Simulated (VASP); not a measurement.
A run of VASP 6.6.1 is set up as follows.

The input INCAR:

```
SYSTEM = ZnS
PREC = Accurate ; ENCUT = 520
EDIFF = 1E-6 ; ISMEAR = 0
SIGMA = 0.05 ; LREAL = .False.
LASPH = .True. ; NELM = 80
ALGO = Normal ; ISIF = 2
LWAVE = .False. ; LCHARG = .True.
GGA = PE ; LELF = .True.
LVHAR = .True. ; NBANDS = 26
```

KPOINTS

```
Automatic mesh
0
Gamma
  12 12 6
  0 0 0
```

The input POSCAR:

```
ZnS
1.0
    3.8109987816      0.0000000000      0.0000000000
   -1.9054993908      3.3004217586      0.0000000000
    0.0000000000      0.0000000000      6.2340000000
Zn S
2 2
Direct
    0.2674831703      0.6184610016      0.0000000000
    0.7325168297      0.3815389984      0.5000000000
    0.3892898512      0.7076296808      0.3850000000
    0.6107101488      0.2923703192      0.8850000000
```

Potentials or basis: VASP PAW PBE potentials, release 64 (Zn, S).

The run is started by

```sh
$ cat potpaw_PBE.64/Zn/POTCAR potpaw_PBE.64/S/POTCAR > POTCAR
$ mpirun -np 1 vasp_std > vasp.out
```

(1) Estimate the pressure.

(2) Predict the band gap on the k mesh.

(3) Predict the largest force.

Results:

(1) 2.2 GPa.

(2) 2.12 eV, direct.

(3) 0.506 eV/Å.

Caveat: the cell differs from its parent crystal (mode 4 (73.5 1/cm) frozen in, largest displacement +0.225 Å).
